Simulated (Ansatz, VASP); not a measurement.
## Two plane-wave programs on Ge4As

```
Ge As
1.0
     4.15315    0.00000    0.00000
     0.00000    4.37587    0.00000
     0.00000    0.00000    6.67227
Ge As
4 1
Direct
  0.24507 0.00000 0.70674
  0.24507 0.00000 0.29326
  0.75493 0.00000 0.70674
  0.75493 0.00000 0.29326
  0.50000 0.50000 0.50000
```

Alike in both runs: task single point; functional PBE; k mesh 4 × 4 × 4; occupations gaussian, width 0.1 eV; no spin polarisation.

```csv
,VASP,Ansatz
version,VASP 6.6.1,Ansatz 0.2.0
potentials or method,"VASP PAW PBE potentials, release 64 (Ge_d, As), cutoff 520 eV","scalar-relativistic, plane waves, PAW"
valence electrons in the cell,61,71
```

```csv
,VASP,Ansatz,Ansatz less VASP
gap on the k mesh at the Fermi level (eV),none,none,-
pressure (GPa),23.5,23.5,-0.02
"traceless stress, the component that is largest in VASP (GPa)",42.18,42.29,+0.113
rms of the force components (eV/Å),0.971,0.945,-0.0261
```

Atom by atom the forces differ by 0.026 eV/Å (rms over components). A gap of «none» marks a metal or a gap that the smearing closes. VASP's potentials hold 61 valence electrons a cell and Ansatz's 71, so a difference there can come from the potentials and not from the codes.

The k mesh is coarse, so the values compare programs but aren't converged.
